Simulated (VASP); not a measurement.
BaHg, 2 atoms in the cell. Symmetry: Pm-3m, No. 221, cubic system. Conventional cell: a = 4.179 Å, b = 4.179 Å, c = 4.179 Å, α = 90.00°, β = 90.00°, γ = 90.00°. Ba (site symmetry m-3m) has 8 Hg at 3.62 Å and 6 Ba at 4.18 Å within 4.8 Å. Hg (site symmetry m-3m) has 8 Ba at 3.62 Å and 6 Hg at 4.18 Å within 4.8 Å. 

- Program: VASP 6.6.1
- Task: relaxation of cell and atoms
- Functional: BLYP
- Dispersion: D3(BJ)
- Potentials or basis: VASP PAW PBE potentials, release 64 (Ba_sv, Hg_sv_GW)
- Cutoff: 550 eV
- k mesh: 5 × 5 × 5
- Occupations: fermi-dirac, width 0.1 eV
- Spin: no spin polarisation
- Dipole correction: no
- Further INCAR settings: ALGO = Normal; EDIFF = 1e-07; IBRION = 2; EDIFFG = -0.02; NSW = 80; ISIF = 3

Potentials or basis: VASP PAW PBE potentials, release 64 (Ba_sv, Hg_sv_GW).

Command:

```console
$ cat potpaw_PBE.64/Ba_sv/POTCAR potpaw_PBE.64/Hg_sv_GW/POTCAR > POTCAR
$ mpirun -np 1 vasp_std > vasp.out
```

Hardware: 1 thread of Intel(R) Xeon(R) Platinum 8259CL CPU @ 2.50GHz (Skylake/Cascade Lake), on a shared host.

Question: How long does it take, and how much memory?

Answer: Wall time 55 s on 1 thread of Intel(R) Xeon(R) Platinum 8259CL CPU @ 2.50GHz (Skylake/Cascade Lake), on a shared host, peak memory 0.2 GiB. Counts: scf iterations 23, k points 10, ion steps 2.
